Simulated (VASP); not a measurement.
Write the native input for VASP 6.6.1 that does the following.

| Quantity | Value |
| --- | --- |
| Task | single point |
| Functional | PBE |
| Potentials or basis | VASP PAW PBE potentials, release 64 (Ba_sv, Ti_sv, O) |
| Cutoff | 520 eV |
| k mesh | 7 × 7 × 7 |
| Occupations | fermi-dirac, width 0.05 eV |
| Spin | no spin polarisation |
| Dipole correction | no |
| Further INCAR settings | ALGO = Normal; EDIFF = 1e-06; NBANDS = 28 |

The structure of BaTiO3 lies in POSCAR:

```
BaTiO3
1.0
    2.7699444496      1.5992281703      2.2704176889
   -2.7699444496      1.5992281703      2.2704176889
    0.0000000000     -3.1984563407      2.2704176889
Ba Ti O
1 1 3
Direct
    0.0334731600      0.9884685300      0.0018377600
    0.5061032600      0.5274847800      0.5372321600
    0.4862471500      0.4971470800      0.9711514600
    0.4740898700      0.9864150100      0.4720123700
    0.9787865600      0.4791845900      0.4964662400
```

These files were run (other wordings do the same):

INCAR

```
SYSTEM = BaTiO3
PREC = Accurate
ENCUT = 520
EDIFF = 1E-6
ISMEAR = -1
SIGMA = 0.05
LREAL = .False.
LASPH = .True.
NELM = 80
ALGO = Normal
ISIF = 2
LWAVE = .False.
LCHARG = .False.
GGA = PE
NBANDS = 28
```

KPOINTS

```
Automatic mesh
0
Gamma
  7 7 7
  0 0 0
```

Potentials or basis: VASP PAW PBE potentials, release 64 (Ba_sv, Ti_sv, O).

Command:

```console
$ cat potpaw_PBE.64/Ba_sv/POTCAR potpaw_PBE.64/Ti_sv/POTCAR potpaw_PBE.64/O/POTCAR > POTCAR
$ mpirun -np 1 vasp_std > vasp.out
```

Results of the run:

* Pressure: 25.3 GPa
* Largest force: 3.351 eV/Å
* Band gap on the k mesh: 2.93 eV (least direct gap 3.46 eV)

Caveat: the stress differs along the axes, from 23 to 29 GPa; spin-orbit coupling is left out, which moves the levels of the heavy elements; forces of over 1 eV/Å act on the atoms, so gaps and moduli don't describe the material at rest.

Wall time 2.2 min on 1 thread of Intel(R) Xeon(R) 6975P-C (Granite Rapids) (shared host), peak memory 0.38 GiB.
